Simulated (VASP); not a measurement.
# MoS2 (R3m) in VASP: single point with LDA

Aim: the single point of MoS2 with LDA.

Everything below comes from runs of VASP 6.6.1. Logs are shortened: lines on timing, memory, paths and dates and some standing lists are left out, and cuts for length are marked.

## (1) The cell of the first run

Symmetry: R3m, No. 160, trigonal system. Conventional cell: a = 3.051 Å, b = 3.051 Å, c = 17.813 Å, α = 90.00°, β = 90.00°, γ = 120.00°. Mo (site symmetry 3m) has 6 S at 2.30 to 2.31 Å and 6 Mo at 3.05 Å within 3.1 Å. Within 3.1 Å of S (site symmetry 3m) lie 3 Mo at 2.30 Å and 7 S at 2.97 to 3.05 Å. S (site symmetry 3m) has 3 Mo at 2.31 Å and 7 S at 2.97 to 3.05 Å within 3.1 Å.

## (2) Single point, LDA

INCAR reads:

```
  PREC = Accurate
  ENCUT = 520
  EDIFF = 1E-7
  ISMEAR = 0
  SIGMA = 0.05
  LREAL = False
  LASPH = True
  NELM = 100
  ALGO = Normal
  ISIF = 2
  LWAVE = False
  LCHARG = True
  GGA = CA
  LELF = True
  LVHAR = True
  ISYM = 0
  NBANDS = 20
```

KPOINTS reads:

```
regular mesh
0
Gamma
  12 12 10
```

POSCAR reads:

```
MoS2
1.0
   -1.5254732277      2.6421971359      0.0000000000
   -3.0509464554      0.0000000000      0.0000000000
   -1.5254732277      0.8807323786      5.9377597153
Mo S
1 2
Direct
    0.0000000000      0.0000000000      0.0000000000
    0.7500000000      0.7500000000      0.7500000000
    0.5830000000      0.5830000000      0.2510000000
```

Potentials or basis: VASP PAW LDA potentials, release 64 (Mo_sv, S).

The run is started by

```console
> cat potpaw_LDA.64/Mo_sv/POTCAR potpaw_LDA.64/S/POTCAR > POTCAR
> mpirun -np 1 vasp_std > vasp.out
```

OUTCAR:

```text
PREC = Accurate
   ENCUT = 520
   EDIFF = 1E-7
   ISMEAR = 0
   LREAL = False
   LASPH = True
   NELM = 100
   ISIF = 2
   GGA = CA
   ISYM = 0

 ion  position               nearest neighbor table
   1  0.000  0.000  0.000-   2 2.30   2 2.30   2 2.30   3 2.31   3 2.31   3 2.31
   2  0.750  0.750  0.750-   1 2.30   1 2.30   1 2.30
   3  0.583  0.583  0.251-   1 2.31   1 2.31   1 2.31

IMPORTANT INFORMATION: All symmetrisations will be switched off!
NOSYMM: (Re-)initialisation of all symmetry stuff for point group C_1.

----------------------------------------------------------------------------------------

                                     Primitive cell

  volume of cell :      47.8655

  direct lattice vectors                    reciprocal lattice vectors
    -1.525473228  2.642197136  0.000000000     0.000000000  0.378472895 -0.056137895
    -3.050946455  0.000000000  0.000000000    -0.327767142 -0.189236448 -0.056137895
    -1.525473228  0.880732379  5.937759715     0.000000000  0.000000000  0.168413686

  length of vectors
     3.050946455  3.050946455  6.193524726     0.382613638  0.382613638  0.168413686

  position of ions in fractional coordinates (direct lattice)
     0.000000000  0.000000000  0.000000000
     0.750000000  0.750000000  0.750000000
     0.583000000  0.583000000  0.251000000

  ion indices of the primitive-cell ions
   primitive index   ion index
                 1           1
                 2           2
                 3           3

----------------------------------------------------------------------------------------

 KPOINTS: regular mesh

Automatic generation of k-mesh.
 Grid dimensions read from file:
 generate k-points for:   12   12   10

 Generating k-lattice:

  Cartesian coordinates                     Fractional coordinates (reciprocal lattice)
     0.000000000  0.031539408 -0.004678158     0.083333333  0.000000000  0.000000000
    -0.027313928 -0.015769704 -0.004678158    -0.000000000  0.083333333 -0.000000000
     0.000000000  0.000000000  0.016841369     0.000000000  0.000000000  0.100000000

  Length of vectors
     0.031884470  0.031884470  0.016841369

  Shift w.r.t. Gamma in fractional coordinates (k-lattice)
     0.000000000  0.000000000  0.000000000

 -----------------------------------------------------------------------------
|                                                                             |
|           W    W    AA    RRRRR   N    N  II  N    N   GGGG   !!!           |
|           W    W   A  A   R    R  NN   N  II  NN   N  G    G  !!!           |
|           W    W  A    A  R    R  N N  N  II  N N  N  G       !!!           |
|           W WW W  AAAAAA  RRRRR   N  N N  II  N  N N  G  GGG   !            |
|           WW  WW  A    A  R   R   N   NN  II  N   NN  G    G                |
|           W    W  A    A  R    R  N    N  II  N    N   GGGG   !!!           |
|                                                                             |
|     Your reciprocal lattice and k-lattice belong to different lattice       |
|     classes:                                                                |
|                                                                             |
|        The reciprocal lattice is rhombohedral (trigonal),                   |
|        whereas your k-lattice is base-centered monoclinic.                  |
|                                                                             |
|     Results are often still useful ...                                      |
|                                                                             |
 -----------------------------------------------------------------------------

 WARNING: IBZKPT: internal override: KBLOWUP is changed to .FALSE.
      ... skipping the blow-up phase ...

 Subroutine IBZKPT returns following result:
 ===========================================

 Found    724 irreducible k-points:

 Following reciprocal coordinates:
            Coordinates               Weight
  0.000000  0.000000  0.000000      1.000000
  0.083333  0.000000  0.000000      2.000000
  0.166667  0.000000  0.000000      2.000000
  0.250000  0.000000  0.000000      2.000000
  0.333333  0.000000 -0.000000      2.000000
  0.416667  0.000000  0.000000      2.000000
[... 16 lines left out ...]
  0.250000  0.166667 -0.000000      2.000000
  0.333333  0.166667  0.000000      2.000000
 [... further k-points ...]
   k-points           NKPTS =    724   k-points in BZ     NKDIM =    724   number of bands    NBANDS=     20
   number of dos      NEDOS =    301   number of ions     NIONS =      3
   total plane-waves  NPLWV =  27648
   dimension x,y,z NGX =    24 NGY =   24 NGZ =   48
   dimension x,y,z NGXF=    48 NGYF=   48 NGZF=   96
   ions per type =               1   2
   NGX,Y,Z   is equivalent  to a cutoff of  13.08, 13.08, 12.88 a.u.
   NGXF,Y,Z  is equivalent  to a cutoff of  26.16, 26.16, 25.77 a.u.
 SYSTEM =  unknown system
   PREC   = accura    normal or accurate (medium, high low for compatibility)
   ISTART =      0    job   : 0-new  1-cont  2-samecut
   ICHARG =      2    charge: 1-file 2-atom 10-const
   ISPIN  =      1    spin polarized calculation?
   LNONCOLLINEAR =      F non collinear calculations
   LSORBIT =      F    spin-orbit coupling
   LASPH  =      T    aspherical Exc in radial PAW
   ENCUT  =  520.0 eV  38.22 Ry    6.18 a.u.   5.67  5.67 11.52*2*pi/ulx,y,z
   NELM   =    100;   NELMIN=  2; NELMDL= -5     # of ELM steps
   EDIFF  = 0.1E-06   stopping-criterion for ELM
   LREAL  =      F    real-space projection
   EDIFFG = 0.1E-05   stopping-criterion for IOM
   NSW    =      0    number of steps for IOM
   IBRION =     -1    ionic relax: 0-MD 1-quasi-New 2-CG
   NFREE  =      0    steps in history (QN), initial steepest desc. (CG)
   ISIF   =      2    stress and relaxation
   ISYM   =      0    0-nonsym 1-usesym 2-fastsym
   POTIM  = 0.5000    time-step for ionic-motion
   TEBEG  =    0.0;   TEEND  =   0.0 temperature during run
   PSTRESS=    0.0 pullay stress
   NELECT =      26.0000    total number of electrons
   NUPDOWN=      -1.0000    fix difference up-down
   EMIN   =  10.00;   EMAX   =-10.00  energy-range for DOS
   EFERMI =   0.00;   METHOD = LEGACY
   ISMEAR =     0;   SIGMA  =   0.05  broadening in eV -4-tet -1-fermi 0-gaus
   EFERMI_NEDOS =   21; number of points for ismear=-14 and -15
   IALGO  =     38    algorithm
   IMIX   =      4    mixing-type and parameters
     AMIX     =   0.40;   BMIX     =  1.00
     AMIX_MAG =   1.60;   BMIX_MAG =  1.00
  volume/ion in A,a.u.               =      15.96       107.67
  Fermi-wavevector in a.u.,A,eV,Ry     =   1.335750  2.524201 24.275892  1.784228
  Thomas-Fermi vector in A             =   2.464430
   LORBIT       =      0    0 simple, 1 ext, 2 COOP (PROOUT), +10 PAW based schemes
   GGA     = CA    functional components
   LHFCALC =     F    Hartree Fock is set to
   AEXX    =    0.0000 exact exchange contribution
   IVDW    =     0    specifies the selected vdW correction
   LEPSILON=     F    determine dielectric tensor
   LRPA    =     F    only Hartree local field effects (RPA)
 non-spin polarized calculation
 Gauss-broadening in eV      SIGMA  =   0.05
  energy-cutoff  :      520.00
  volume of cell :       47.87
 maximum number of plane-waves:      1306
   NGX = 11   NGY = 11   NGZ = 23

 number of electron      26.0000001 magnetization

 Free energy of the ion-electron system (eV)
  ---------------------------------------------------
  ext. energy  EPLUGINS =         0.00000000
  ---------------------------------------------------
  free energy    TOTEN  =       -24.23040840 eV

  energy without entropy =      -24.23040840  energy(sigma->0) =      -24.23040840

 E-fermi :   9.3873     XC(G=0): -11.6357

 val. band max:        9.0945420167   @ k =   0.0000   0.0000   0.5000
 cond. band min:       9.8772080460   @ k =  -0.1667   0.1667  -0.0000
 fundamental gap:      0.7826660293
 Fermi energy:         9.3873225459

 k-point     1 :       0.0000    0.0000    0.0000
  band No.  band energies     occupation
      1     -52.2060      2.00000
      2     -26.7014      2.00000
      3     -26.3086      2.00000
      4     -26.3086      2.00000
      5      -6.8224      2.00000
      6      -4.6884      2.00000
[... 12 lines left out ...]
     19      17.4149      0.00000
     20      17.8103      0.00000

 k-point     2 :       0.0833    0.0000    0.0000
  band No.  band energies     occupation
      1     -52.2013      2.00000
      2     -26.6926      2.00000
      3     -26.3519      2.00000
      4     -26.3182      2.00000
      5      -6.6927      2.00000
      6      -4.6600      2.00000
[... 12 lines left out ...]
     19      17.7810      0.00000
     20      17.9554      0.00000

 k-point     3 :       0.1667    0.0000    0.0000
  band No.  band energies     occupation
      1     -52.1884      2.00000
      2     -26.6683      2.00000
      3     -26.4685      2.00000
      4     -26.3441      2.00000
      5      -6.3232      2.00000
      6      -4.5786      2.00000
[... 12 lines left out ...]
     19      17.7357      0.00000
     20      18.3027      0.00000

 k-point     4 :       0.2500    0.0000    0.0000
  band No.  band energies     occupation
      1     -52.1707      2.00000
      2     -26.6351      2.00000
      3     -26.6246      2.00000
      4     -26.3792      2.00000
      5      -5.7726      2.00000
      6      -4.4575      2.00000
[... 429 lines left out ...]
 k-point    23 :       0.2500    0.1667   -0.0000
  band No.  band energies     occupation
      1     -52.1772      2.00000
      2     -26.6473      2.00000
      3     -26.5603      2.00000
      4     -26.3743      2.00000
      5      -5.9520      2.00000
      6      -4.5520      2.00000
[... 12 lines left out ...]
     19      17.6103      0.00000
     20      18.2093      0.00000

 k-point    24 :       0.3333    0.1667    0.0000
  band No.  band energies     occupation
      1     -52.1618      2.00000
      2     -26.6722      2.00000
      3     -26.6184      2.00000
      4     -26.4272      2.00000
      5      -5.4381      2.00000
      6      -4.4345      2.00000
[... 12 lines left out ...]
     19      17.6528      0.00000
     20      18.2997      0.00000

 [... further k-points ...]

------------------------ aborting loop because EDIFF is reached ----------------------------------------

  FORCE on cell =-STRESS in cart. coord.  units (eV):
  Direction    XX          YY          ZZ          XY          YZ          ZX
  --------------------------------------------------------------------------------------
  -------------------------------------------------------------------------------------
  Total        4.8874173      4.8874074      6.2583522     -0.0000080     -0.0000112      0.0000191
  in kB      163.5940805    163.5937473    209.4826978     -0.0002662     -0.0003754      0.0006404
  external PRESSURE =     178.8901752 kB  Pullay stress =       0.0000000 kB

 VOLUME and BASIS-vectors are now :
 -----------------------------------------------------------------------------
  energy-cutoff  :      520.00
  volume of cell :       47.87
      direct lattice vectors                 reciprocal lattice vectors
    -1.525473228  2.642197136  0.000000000     0.000000000  0.378472895 -0.056137895
    -3.050946455  0.000000000  0.000000000    -0.327767142 -0.189236448 -0.056137895
    -1.525473228  0.880732379  5.937759715     0.000000000  0.000000000  0.168413686

 POSITION                                       TOTAL-FORCE (eV/Angst)
 -----------------------------------------------------------------------------------
      0.00000      0.00000      0.00000         0.000004     -0.000002      0.104506
     -4.57642      2.64220      4.45332        -0.000004      0.000002     -2.152549
     -3.05095      1.76146      1.49038         0.000000     -0.000000      2.048044
 -----------------------------------------------------------------------------------
    total drift:                                0.000008     -0.000004      0.000015

  FREE ENERGIE OF THE ION-ELECTRON SYSTEM (eV)
  ---------------------------------------------------
  free  energy   TOTEN  =       -24.2304083995 eV

  energy  without entropy=      -24.2304083995  energy(sigma->0) =      -24.23040840
```

Run time: 3.4 min. Hardware: 1 thread of Intel Xeon 6975P-C (Granite Rapids), shared host; peak memory 0.65 GiB.

What came out:

* Free energy: -24.2304 eV
* Pressure: 17.9 GPa
* Largest force: 2.153 eV/Å
* Band gap on the k mesh: 0.78 eV (least direct gap 1.97 eV)

Forces in eV/Å, atoms in the order of the input:
```
Mo   0.000  0.000  0.105
S    0.000  0.000 -2.153
S    0.000  0.000  2.048
```

Caveat: the cell stands under pressure; semilocal functionals underestimate gaps, and a narrow one can read as zero; forces of over 1 eV/Å act on the atoms, so gaps and moduli don't describe the material at rest.
